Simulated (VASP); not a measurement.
# Si4C5 in VASP: single point with LDA

Aim: the single point of Si4C5 with LDA.

Everything below comes from runs of VASP 6.6.1. Logs are shortened: lines on timing, memory, paths and dates and some standing lists are left out, and cuts for length are marked.

## (1) The cell of the first run

The cell holds a slab with vacuum, 9 atoms: a = 3.056 Å, b = 3.056 Å, c = 23.638 Å, α = 90.00°, β = 90.00°, γ = 120.00°.

## (2) Single point, LDA, collinear spin

INCAR reads:

```
ALGO = Normal
DIPOL = 0.5 0.5 0.368
EDIFF = 1E-7
ENCUT = 520
IDIPOL = 3
ISIF = 2
ISMEAR = 0
ISPIN = 2
LASPH = True
LCHARG = False
LDIPOL = True
LORBIT = 11
LREAL = False
LWAVE = False
MAGMOM = 0 0 0 0 2 0 0 0 0
NBANDS = 32
NELM = 150
PREC = Accurate
SIGMA = 0.05
```

KPOINTS reads:

```
k-points
0
Gamma
  9 9 1
```

POSCAR reads:

```
Si4C5
1.0
    3.0563072983      0.0000000000      0.0000000000
   -1.5281536492      2.6468397621      0.0000000000
    0.0000000000      0.0000000000     23.6378374631
C Si
5 4
Direct
    0.3333333333      0.6666666667      0.1692202176
    0.6666666667      0.3333333333      0.2753282571
    0.3333333333      0.6666666667      0.3826369403
    0.6666666667      0.3333333333      0.4898183375
    0.3333333333      1.0000000000      0.5780432379
    0.6666666667      0.3333333333      0.1955786881
    0.3333333333      0.6666666667      0.3016867276
    0.6666666667      0.3333333333      0.4074705945
    0.3333333333      0.6666666667      0.5134918743
```

Potentials or basis: VASP PAW LDA potentials, release 64 (C, Si).

Run with:

```sh
> cat potpaw_LDA.64/C/POTCAR potpaw_LDA.64/Si/POTCAR > POTCAR
> mpirun -np 1 vasp_std > vasp.out
```

OUTCAR:

```text
EDIFF = 1E-7
   ENCUT = 520
   ISIF = 2
   ISMEAR = 0
   ISPIN = 2
   LASPH = True
   LORBIT = 11
   LREAL = False
   NELM = 150
   PREC = Accurate

 ion  position               nearest neighbor table
   1  0.333  0.667  0.169-   6 1.87   6 1.87   6 1.87
   2  0.667  0.333  0.275-   7 1.87   7 1.87   7 1.87   6 1.89
   3  0.333  0.667  0.383-   8 1.86   8 1.86   8 1.86   7 1.91
   4  0.667  0.333  0.490-   9 1.85   9 1.85   9 1.85   8 1.95
   5  0.333  0.000  0.578-   9 1.83   9 2.55
   6  0.667  0.333  0.196-   1 1.87   1 1.87   1 1.87   2 1.89   7 3.07   7 3.07   7 3.07
   7  0.333  0.667  0.302-   2 1.87   2 1.87   2 1.87   3 1.91   8 3.06   8 3.06   8 3.06   6 3.07
                             6 3.07   6 3.07
   8  0.667  0.333  0.407-   3 1.86   3 1.86   3 1.86   4 1.95   7 3.06   7 3.06   7 3.06   9 3.07
                             9 3.07   9 3.07
   9  0.333  0.667  0.513-   5 1.83   4 1.85   4 1.85   4 1.85   5 2.55   8 3.07   8 3.07   8 3.07

  LATTYP: Found a hexagonal cell.
 ALAT       =     3.0563072983
 C/A-ratio  =     7.7341167481

  Lattice vectors:

 A1 = (   3.0563072983,   0.0000000000,   0.0000000000)
 A2 = (  -1.5281536492,   2.6468397621,   0.0000000000)
 A3 = (   0.0000000000,   0.0000000000,  23.6378374631)

Analysis of symmetry for initial positions (statically):
=====================================================================
 Subroutine PRICEL returns:
 Original cell was already a primitive cell.

 Routine SETGRP: Setting up the symmetry group for a
 hexagonal supercell.

 Subroutine GETGRP returns: Found  1 space group operations
 (whereof  1 operations were pure point group operations)
 out of a pool of 24 trial point group operations.

The static configuration has the point symmetry C_1 .

Analysis of symmetry for dynamics (positions and initial velocities):
=====================================================================
 Subroutine PRICEL returns:
 Original cell was already a primitive cell.

 Routine SETGRP: Setting up the symmetry group for a
 hexagonal supercell.

 Subroutine GETGRP returns: Found  1 space group operations
 (whereof  1 operations were pure point group operations)
 out of a pool of 24 trial point group operations.

The dynamic configuration has the point symmetry C_1 .

Analysis of structural, dynamic, and magnetic symmetry:
=====================================================================
 Subroutine PRICEL returns:
 Original cell was already a primitive cell.

 Routine SETGRP: Setting up the symmetry group for a
 hexagonal supercell.

 Subroutine GETGRP returns: Found  1 space group operations
 (whereof  1 operations were pure point group operations)
 out of a pool of 24 trial point group operations.

The overall configuration has the point symmetry C_1 .

 Subroutine INISYM returns: Found  1 space group operations
 (whereof  1 operations are pure point group operations),
 and found     1 'primitive' translations

----------------------------------------------------------------------------------------

                                     Primitive cell

  volume of cell :     191.2196

  direct lattice vectors                    reciprocal lattice vectors
     3.056307298  0.000000000  0.000000000     0.327192230  0.188904522  0.000000000
    -1.528153649  2.646839762  0.000000000     0.000000000  0.377809044  0.000000000
     0.000000000  0.000000000 23.637837463     0.000000000  0.000000000  0.042305054

  length of vectors
     3.056307298  3.056307298 23.637837463     0.377809044  0.377809044  0.042305054

  position of ions in fractional coordinates (direct lattice)
     0.333333333  0.666666667  0.169220218
     0.666666667  0.333333333  0.275328257
     0.333333333  0.666666667  0.382636940
     0.666666667  0.333333333  0.489818337
     0.333333333  0.000000000  0.578043238
     0.666666667  0.333333333  0.195578688
     0.333333333  0.666666667  0.301686728
     0.666666667  0.333333333  0.407470594
     0.333333333  0.666666667  0.513491874

  ion indices of the primitive-cell ions
[... 76 lines left out ...]
   ISPIN  =      2    spin polarized calculation?
   LNONCOLLINEAR =      F non collinear calculations
   LSORBIT =      F    spin-orbit coupling
   LASPH  =      T    aspherical Exc in radial PAW
   ENCUT  =  520.0 eV  38.22 Ry    6.18 a.u.   5.68  5.68 43.95*2*pi/ulx,y,z
   NELM   =    150;   NELMIN=  2; NELMDL= -5     # of ELM steps
   EDIFF  = 0.1E-06   stopping-criterion for ELM
   LREAL  =      F    real-space projection
   EDIFFG = 0.1E-05   stopping-criterion for IOM
   NSW    =      0    number of steps for IOM
   IBRION =     -1    ionic relax: 0-MD 1-quasi-New 2-CG
   NFREE  =      0    steps in history (QN), initial steepest desc. (CG)
   ISIF   =      2    stress and relaxation
   ISYM   =      2    0-nonsym 1-usesym 2-fastsym
   POTIM  = 0.5000    time-step for ionic-motion
   TEBEG  =    0.0;   TEEND  =   0.0 temperature during run
   PSTRESS=    0.0 pullay stress
   NELECT =      36.0000    total number of electrons
   NUPDOWN=      -1.0000    fix difference up-down
   EMIN   =  10.00;   EMAX   =-10.00  energy-range for DOS
   EFERMI =   0.00;   METHOD = LEGACY
   ISMEAR =     0;   SIGMA  =   0.05  broadening in eV -4-tet -1-fermi 0-gaus
   EFERMI_NEDOS =   21; number of points for ismear=-14 and -15
   IALGO  =     38    algorithm
   IMIX   =      4    mixing-type and parameters
     AMIX     =   0.40;   BMIX     =  1.00
     AMIX_MAG =   1.60;   BMIX_MAG =  1.00
  volume/ion in A,a.u.               =      21.25       143.38
  Fermi-wavevector in a.u.,A,eV,Ry     =   0.938278  1.773088 11.978101  0.880366
  Thomas-Fermi vector in A             =   2.065474
   LORBIT       =     11    0 simple, 1 ext, 2 COOP (PROOUT), +10 PAW based schemes
   GGA     = CA    functional components
   LHFCALC =     F    Hartree Fock is set to
   AEXX    =    0.0000 exact exchange contribution
   IVDW    =     0    specifies the selected vdW correction
   LEPSILON=     F    determine dielectric tensor
   LRPA    =     F    only Hartree local field effects (RPA)
 spin polarized calculation
 Gauss-broadening in eV      SIGMA  =   0.05
  energy-cutoff  :      520.00
  volume of cell :      191.22
 maximum number of plane-waves:      5187
   NGX = 11   NGY = 11   NGZ = 87

 dipolmoment           0.000000      0.000000     -0.000001 electrons x Angstroem

 number of electron      35.9999997 magnetization      -0.0003400

 number of electron      35.9999997 magnetization       0.0008642

 dipolmoment           0.000000      0.000000      0.004534 electrons x Angstroem

 Free energy of the ion-electron system (eV)
  ---------------------------------------------------
  ext. energy  EPLUGINS =         0.00000000
  ---------------------------------------------------
  free energy    TOTEN  =       -67.60320008 eV

  energy without entropy =      -67.59064049  energy(sigma->0) =      -67.59692028

 E-fermi :   0.3159     XC(G=0):  -6.2211

 val. band max:        0.3155973092   @ k =  -0.2222   0.3333   0.0000
 cond. band min:       0.3173426654   @ k =  -0.1111   0.3333   0.0000
 fundamental gap:      0.0017453561
 Fermi energy:         0.3158966530

 spin component 1

 k-point     1 :       0.0000    0.0000    0.0000
  band No.  band energies     occupation
      1     -16.0535      1.00000
      2     -15.1874      1.00000
      3     -14.0732      1.00000
      4     -12.2830      1.00000
      5     -10.4333      1.00000
      6      -7.4795      1.00000
[... 781 lines left out ...]
     29       8.4268      0.00000
     30       9.1536      0.00000

 [... further k-points ...]

 spin component 2

 k-point     1 :       0.0000    0.0000    0.0000
  band No.  band energies     occupation
      1     -16.0535      1.00000
      2     -15.1873      1.00000
      3     -14.0731      1.00000
      4     -12.2830      1.00000
      5     -10.4329      1.00000
      6      -7.4794      1.00000
[... 781 lines left out ...]
     29       8.4269      0.00000
     30       9.1537      0.00000

 [... further k-points ...]

 [bands above 30 left out]

------------------------ aborting loop because EDIFF is reached ----------------------------------------

 vacuum level on the upper side and lower side of the slab       (xc-potential included)         0.025        -0.106

  FORCE on cell =-STRESS in cart. coord.  units (eV):
  Direction    XX          YY          ZZ          XY          YZ          ZX
  --------------------------------------------------------------------------------------
  -------------------------------------------------------------------------------------
  Total       -1.8466372      0.9179539     -1.0534116      0.0732711      1.1910082      0.6733104
  in kB      -15.4724740      7.6912872     -8.8262511      0.6139189      9.9791357      5.6414861
  external PRESSURE =      -5.5358126 kB  Pullay stress =       0.0000000 kB

 VOLUME and BASIS-vectors are now :
 -----------------------------------------------------------------------------
  energy-cutoff  :      520.00
  volume of cell :      191.22
      direct lattice vectors                 reciprocal lattice vectors
     3.056307298  0.000000000  0.000000000     0.327192230  0.188904522  0.000000000
    -1.528153649  2.646839762  0.000000000     0.000000000  0.377809044  0.000000000
     0.000000000  0.000000000 23.637837463     0.000000000  0.000000000  0.042305054

 POSITION                                       TOTAL-FORCE (eV/Angst)
 -----------------------------------------------------------------------------------
     -0.00000      1.76456      4.00000         0.002047      0.018915      2.319246
      1.52815      0.88228      6.50816        -0.005654     -0.022933      1.010478
     -0.00000      1.76456      9.04471         0.012926     -0.018881     -0.171815
      1.52815      0.88228     11.57825        -0.015707      0.310245     -1.361431
      1.01877      0.00000     13.66369         0.161490      0.592886      0.020030
      1.52815      0.88228      4.62306         0.000253     -0.004362     -2.758221
     -0.00000      1.76456      7.13122        -0.008085     -0.013285     -0.530450
      1.52815      0.88228      9.63172        -0.161336     -0.130579      0.462758
     -0.00000      1.76456     12.13784         0.014066     -0.732006      1.009405
 -----------------------------------------------------------------------------------
    total drift:                                0.000015      0.000007      0.000108

  FREE ENERGIE OF THE ION-ELECTRON SYSTEM (eV)
  ---------------------------------------------------
  free  energy   TOTEN  =       -67.6032000807 eV

  energy  without entropy=      -67.5906404892  energy(sigma->0) =      -67.59692028

 vacuum level on the upper side and lower side of the slab         7.311         7.206

 total charge

# of ion       s       p       d       tot
------------------------------------------
    1        0.865   1.539   0.000   2.404
    2        0.841   1.714   0.000   2.555
    3        0.835   1.726   0.000   2.561
    4        0.846   1.702   0.000   2.548
    5        1.007   1.103   0.000   2.110
    6        0.716   0.988   0.000   1.704
    7        0.714   0.981   0.000   1.695
    8        0.719   0.974   0.000   1.693
    9        0.722   1.009   0.000   1.731
--------------------------------------------------
tot          7.264  11.736   0.000  19.000

 magnetization (x)

# of ion       s       p       d       tot
------------------------------------------
    1       -0.000   0.000   0.000   0.000
    2       -0.000   0.000   0.000   0.000
    3        0.000   0.000   0.000   0.000
    4        0.000   0.000   0.000   0.000
    5        0.000   0.000   0.000   0.000
    6       -0.000   0.000   0.000   0.000
    7       -0.000  -0.000   0.000  -0.000
    8       -0.000   0.000   0.000   0.000
    9        0.000   0.000   0.000   0.000
--------------------------------------------------
tot          0.000   0.000   0.000   0.000
```

Wall time 25 min (1 thread of Intel Xeon Platinum 8488C (Sapphire Rapids), shared host); peak memory 0.49 GiB.

Results:

```yaml
Free_energy: -67.6032 eV
Largest_force: 2.758 eV/Å
Band_gap_on_the_k_mesh: zero (filled and empty bands overlap)
Net_moment: 0.00 μB per cell
Valence_electrons_inside_the_program's_atomic_spheres: C 2.40, 2.56, 2.55, 2.11 (each value once); Si 1.70, 1.69, 1.73 (each value once)
```

Forces in eV/Å, atoms in the order of the input:
```
C    0.002  0.019  2.319
C   -0.006 -0.023  1.010
C    0.013 -0.019 -0.172
C   -0.016  0.310 -1.361
C    0.161  0.593  0.020
Si   0.000 -0.004 -2.758
Si  -0.008 -0.013 -0.530
Si  -0.161 -0.131  0.463
Si   0.014 -0.732  1.009
```

Levels at points of the mesh, in eV from the Fermi level:
Spin up:
| k point | band 15 | band 16 | band 17 | band 18 | band 19 | band 20 | band 21 | band 22 |
| --- | --- | --- | --- | --- | --- | --- | --- | --- |
| (0.00, 0.00, 0.00) | -0.61 | -0.06 | 0.20 | 0.20 | 1.72 | 2.00 | 4.33 | 5.10 |
Spin down:
```tsv
k point	band 16	band 17	band 18	band 19	band 20	band 21
(0.00, 0.00, 0.00)	-0.06	0.20	0.20	1.72	2.00	4.33
```
